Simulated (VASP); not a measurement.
Write the native input for VASP 6.6.1 that does the following.

```
Task                   : relaxation of cell and atoms
Functional             : PBE
Potentials or basis    : VASP PAW PBE potentials, release 64 (Ge_d)
Cutoff                 : 600 eV
k mesh                 : 4 × 6 × 4
Occupations            : gaussian, width 0.1 eV
Spin                   : no spin polarisation
Dipole correction      : no
Further INCAR settings : ALGO = Normal; EDIFF = 1e-07; IBRION = 2; EDIFFG = -0.04; NSW = 90; ISIF = 3
```

The structure of Ge lies in POSCAR:

```
Ge
1.0
    7.3238486200      0.0000000000      0.0000000000
    0.0000000000      3.5193815900      0.0000000000
    0.0000000000      0.0000000000      5.0504609300
Ge
6
Direct
    0.4130875300      0.5000000000      0.2018806100
    0.5869124700      0.5000000000      0.7981193900
    0.9130875300      0.5000000000      0.7981193900
    0.0869124700      0.5000000000      0.2018806100
    0.0000000000      0.0000000000      0.5000000000
    0.5000000000      0.0000000000      0.5000000000
```

The cell was built from a structure type or drawn by symmetry, and may not be a known phase.

These files were run (other wordings do the same):

INCAR

```
PREC     = Accurate       # precision mode
ENCUT    = 600            # plane-wave cutoff, eV
EDIFF    = 1E-7           # SCF threshold, eV
ISMEAR   = 0              # smearing method
SIGMA    = 0.1            # smearing width, eV
LREAL    = False          # projectors in reciprocal space
LASPH    = True           # aspherical terms in the spheres
NELM     = 100            # most SCF steps
ALGO     = Normal         # electronic algorithm
ISIF     = 3              # what is computed and relaxed
LWAVE    = False          # write WAVECAR
LCHARG   = False          # write CHGCAR
GGA      = PE             # functional
IBRION   = 2              # ionic algorithm
NSW      = 90             # ionic steps
EDIFFG   = -0.04          # ionic threshold
```

KPOINTS

```
regular mesh
0
Gamma
  4 6 4
```

Potentials or basis: VASP PAW PBE potentials, release 64 (Ge_d).

Launch:

```sh
$ cat potpaw_PBE.64/Ge_d/POTCAR > POTCAR
$ mpirun -np 1 vasp_std > vasp.out
```

It gave:

```yaml
Relaxed_volume: 23.28 Å³/atom
Relaxed_cell: a = 5.994 Å, b = 4.039 Å, c = 5.769 Å, α = 90.00°, β = 90.00°, γ = 90.00°
Space_group_after_relaxing_to_0.1_Å: Pmma (No. 51)
Energy_gained_by_relaxing: 270.1 meV/atom
Ionic_steps: 26
Pressure_after_relaxing: 0.0 GPa
Largest_force_after_relaxing: 0.017 eV/Å
Band_gap_on_the_k_mesh: zero (bands 42 and 43 overlap by 1.32 eV)
```

Caveat: a cell axis changed by over 15 % at a fixed basis, so the end point is rough.

It took 33 min on 1 thread of Intel(R) Xeon(R) 6975P-C (Granite Rapids), with other jobs on the host, peak memory 0.39 GiB.
